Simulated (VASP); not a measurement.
**LuSi2Rh2C: single point with PBE**

The system is LuSi2Rh2C.

```
CELL_PARAMETERS angstrom
0.00000 4.04555 0.00000
4.04555 0.00000 0.00000
2.02278 2.02278 -5.35617
ATOMIC_POSITIONS crystal
C 0.00000 0.00000 0.00000
Rh 0.75000 0.25000 0.50000
Rh 0.25000 0.75000 0.50000
Si 0.14772 0.14772 0.70456
Si 0.85228 0.85228 0.29544
Lu 0.50000 0.50000 0.00000
```

- Program: VASP 6.6.1
- Task: single point
- Functional: PBE
- Potentials or basis: VASP PAW PBE potentials, release 64 (C, Rh_pv, Si, Lu)
- Cutoff: 520 eV
- k mesh: 5 × 5 × 5
- Occupations: fermi-dirac, width 0.1 eV
- Spin: no spin polarisation
- Dipole correction: no
- Further INCAR settings: ALGO = Normal; EDIFF = 1e-06; NBANDS = 42

```yaml
Pressure: 20.4 GPa
Largest_force: 5.385 eV/Å
Band_gap_on_the_k_mesh: zero (an odd number of electrons rules out a gap without spin polarisation)
```

Forces in eV/Å, atoms in the order of the input:
```
C    0.000  0.000  0.000
Rh   0.000  0.000  0.000
Rh   0.000  0.000  0.000
Si   0.000  0.000  5.385
Si   0.000  0.000 -5.385
Lu   0.000  0.000  0.000
```

Stress tensor (GPa, compression positive):
```
 3.97  0.00  0.00
 0.00  3.97  0.00
 0.00  0.00 53.14
```

Levels at points of the mesh, in eV from the Fermi level:
| k point | band 31 | band 32 | band 33 | band 34 | band 35 | band 36 | band 37 | band 38 |
| --- | --- | --- | --- | --- | --- | --- | --- | --- |
| (0.00, 0.00, 0.00) | -1.69 | -0.98 | -0.98 | -0.47 | -0.17 | -0.08 | 1.73 | 2.56 |

Wall time 63 s on 1 thread of AMD EPYC 7R13 Processor (Zen 3) (shared host), peak memory 0.21 GiB.

Caveat: the cell stands under pressure; spin-orbit coupling is left out, which moves the levels of the heavy elements; forces of over 1 eV/Å act on the atoms, so gaps and moduli don't describe the material at rest.
